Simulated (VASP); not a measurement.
Set up this calculation in VASP 6.6.1, as the native input.

```yaml
Task: density of states
Functional: PBE
Potentials_or_basis: VASP PAW PBE potentials, release 64 (Nb_sv, Te, S)
Cutoff: 520 eV
k_mesh: 12 × 12 × 6
Occupations: gaussian, width 0.1 eV
Spin: no spin polarisation
Dipole_correction: no
k_mesh_for_the_DOS: 18 × 18 × 9
Occupations_for_the_DOS: tetrahedron
Further_INCAR_settings: ALGO = Normal; EDIFF = 1e-06; NBANDS = 30
```

Nb2Te2S:

```
CELL_PARAMETERS angstrom
4.38507 0.00000 0.00000
-2.19254 3.79758 0.00000
0.00000 0.00000 8.20376
ATOMIC_POSITIONS crystal
Nb 0.33333 0.66667 0.08623
Nb 0.66667 0.33333 0.91377
Te 0.33333 0.66667 0.73678
Te 0.66667 0.33333 0.26322
S 0.00000 0.00000 0.00000
```

The input as run:

POSCAR

```
Nb2Te2S
1.0
    4.3850732066      0.0000000000      0.0000000000
   -2.1925366033      3.7975847943      0.0000000000
    0.0000000000      0.0000000000      8.2037598000
Nb Te S
2 2 1
Direct
    0.3333333333      0.6666666667      0.0862300000
    0.6666666667      0.3333333333      0.9137700000
    0.3333333333      0.6666666667      0.7367840000
    0.6666666667      0.3333333333      0.2632160000
    0.0000000000      0.0000000000      0.0000000000
```

INCAR.step1

```
SYSTEM = Nb2Te2S
ALGO     = Normal         ! electronic algorithm
EDIFF    = 1E-6           ! SCF threshold, eV
ENCUT    = 520            ! plane-wave cutoff, eV
GGA      = PE             ! functional
ISIF     = 2              ! what is computed and relaxed
ISMEAR   = 0              ! smearing method
LASPH    = .True.         ! aspherical terms in the spheres
LCHARG   = .True.         ! write CHGCAR
LMAXMIX  = 4              ! l up to which the mixer works
LREAL    = .False.        ! projectors in reciprocal space
LWAVE    = .False.        ! write WAVECAR
NBANDS   = 30             ! bands
NELM     = 100            ! most SCF steps
PREC     = Accurate       ! precision mode
SIGMA    = 0.1            ! smearing width, eV
```

KPOINTS.step1

```
k-points
0
Gamma
  12 12 6
  0 0 0
```

INCAR.step2

```
SYSTEM = Nb2Te2S
ALGO     = Normal         ! electronic algorithm
EDIFF    = 1E-6           ! SCF threshold, eV
ENCUT    = 520            ! plane-wave cutoff, eV
GGA      = PE             ! functional
ICHARG   = 11             ! starting density
ISIF     = 2              ! what is computed and relaxed
ISMEAR   = -5             ! smearing method
LASPH    = .True.         ! aspherical terms in the spheres
LCHARG   = .False.        ! write CHGCAR
LMAXMIX  = 4              ! l up to which the mixer works
LORBIT   = 11             ! projections on sites
LREAL    = .False.        ! projectors in reciprocal space
LWAVE    = .False.        ! write WAVECAR
NBANDS   = 30             ! bands
NEDOS    = 1001           ! points of the DOS
NELM     = 100            ! most SCF steps
PREC     = Accurate       ! precision mode
SIGMA    = 0.1            ! smearing width, eV
```

KPOINTS.step2

```
k-points
0
Gamma
  18 18 9
  0 0 0
```

Potentials or basis: VASP PAW PBE potentials, release 64 (Nb_sv, Te, S).

Command:

```bash
$ cat potpaw_PBE.64/Nb_sv/POTCAR potpaw_PBE.64/Te/POTCAR potpaw_PBE.64/S/POTCAR > POTCAR
$ cp INCAR.step1 INCAR
$ cp KPOINTS.step1 KPOINTS
$ mpirun -np 1 vasp_std > vasp.out
$ cp INCAR.step2 INCAR
$ cp KPOINTS.step2 KPOINTS
$ mpirun -np 1 vasp_std > vasp.out
```

It gave:

- Valence electrons inside the program's atomic spheres: Nb 10.63; Te 3.42; S 3.72

Caveat: spin-orbit coupling is left out, which moves the levels of the heavy elements.

It took 40 min on 1 thread of AMD EPYC 7R43 64-Core Processor (Zen 3) (shared host), peak memory 1.1 GiB.
